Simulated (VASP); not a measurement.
Set up this calculation in VASP 6.6.1, as the native input.

```
Task                   : single point
Functional             : LDA
Potentials or basis    : VASP PAW LDA potentials, release 64 (Ba_sv)
Cutoff                 : 520 eV
k mesh                 : 9 × 9 × 9
Occupations            : methfessel-paxton, width 0.3 eV
Spin                   : no spin polarisation
Dipole correction      : no
Further INCAR settings : ALGO = Normal; EDIFF = 1e-06; NBANDS = 11
```

The structure of Ba lies in POSCAR:

```
Ba
1.0
   -2.3789385306      2.3789385306      2.3789385306
    2.3789385306     -2.3789385306      2.3789385306
    2.3789385306      2.3789385306     -2.3789385306
Ba
1
Direct
    0.0000000000      0.0000000000      0.0000000000
```

These files were run (other wordings do the same):

INCAR

```
ALGO = Normal ; EDIFF = 1E-6
ENCUT = 520 ; GGA = CA
ISIF = 2 ; ISMEAR = 1
LASPH = T ; LCHARG = T
LELF = T ; LREAL = F
LVHAR = T ; LWAVE = F
NBANDS = 11 ; NELM = 60
PREC = Accurate ; SIGMA = 0.3
```

KPOINTS

```
k-points
0
Gamma
  9 9 9
```

Potentials or basis: VASP PAW LDA potentials, release 64 (Ba_sv).

Run with:

```console
$ cat potpaw_LDA.64/Ba_sv/POTCAR > POTCAR
$ mpirun -np 1 vasp_std > vasp.out
```

Results of the run:

- Pressure: 0.0 GPa
- Band gap on the k mesh: zero (band 5 reaches 2.57 eV, above the bottom of band 6 at 1.31 eV)

Caveat: spin-orbit coupling is left out, which moves the levels of the heavy elements.

Run time: 30 s on 1 thread of AMD EPYC 7R13, with other jobs on the host, peak memory 0.13 GiB.
